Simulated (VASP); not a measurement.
Wanted: the native input for a VASP 6.6.1 run.

```
Task                   : single point
Functional             : r2SCAN
Potentials or basis    : VASP PAW PBE potentials, release 64 (Re, Os)
Cutoff                 : 520 eV
k mesh                 : 3 × 3 × 2
Occupations            : fermi-dirac, width 0.15 eV
Spin                   : no spin polarisation
Dipole correction      : no
Further INCAR settings : ALGO = Normal; EDIFF = 1e-07; NBANDS = 14
```

Crystal: ReOs.

```xyz
2
Lattice="2.7573 0.0000 0.0000 -1.3787 2.3879 0.0000 0.0000 0.0000 4.3824" Properties=species:S:1:pos:R:3 pbc="T T T"
Re    1.3787    0.7960    2.1912
Os    0.0000    0.0000    0.0000
```

The input as run:

POSCAR

```
ReOs
1.0
    2.7573303500      0.0000000000      0.0000000000
   -1.3786651800      2.3879181300      0.0000000000
    0.0000000000      0.0000000000      4.3824281800
Re Os
1 1
Direct
    0.6666666667      0.3333333333      0.5000000000
    0.0000000000      0.0000000000      0.0000000000
```

INCAR.step1

```
SYSTEM = ReOs
ALGO = Normal ; EDIFF = 1E-4
ENCUT = 520 ; GGA = PE
ISMEAR = -1 ; LASPH = .True.
LCHARG = .False. ; LREAL = .False.
LWAVE = .True. ; NBANDS = 14
NELM = 80 ; PREC = Accurate
SIGMA = 0.15
```

INCAR.step2

```
SYSTEM = ReOs
ALGO = Normal ; EDIFF = 1E-7
ENCUT = 520 ; ISIF = 2
ISMEAR = -1 ; ISTART = 1
LASPH = .True. ; LCHARG = .False.
LMIXTAU = .True. ; LREAL = .False.
LWAVE = .False. ; METAGGA = R2SCAN
NBANDS = 14 ; NELM = 80
PREC = Accurate ; SIGMA = 0.15
```

KPOINTS

```
k-points
0
Gamma
  3 3 2
  0 0 0
```

Potentials or basis: VASP PAW PBE potentials, release 64 (Re, Os).

The run is started by

```sh
$ cat potpaw_PBE.64/Re/POTCAR potpaw_PBE.64/Os/POTCAR > POTCAR
$ cp INCAR.step1 INCAR
$ mpirun -np 1 vasp_std > vasp.out
$ cp INCAR.step2 INCAR
$ mpirun -np 1 vasp_std > vasp.out
```

It gave:

```yaml
Pressure: 4.8 GPa
```

Caveat: the k points lie up to 0.88 Å⁻¹ apart; the PAW data sets were made with another functional, which shifts forces and pressure a little.

Run time: 48 s on 1 thread of AMD EPYC 7R43 64-Core Processor (Zen 3), with other jobs on the host, peak memory 0.13 GiB.
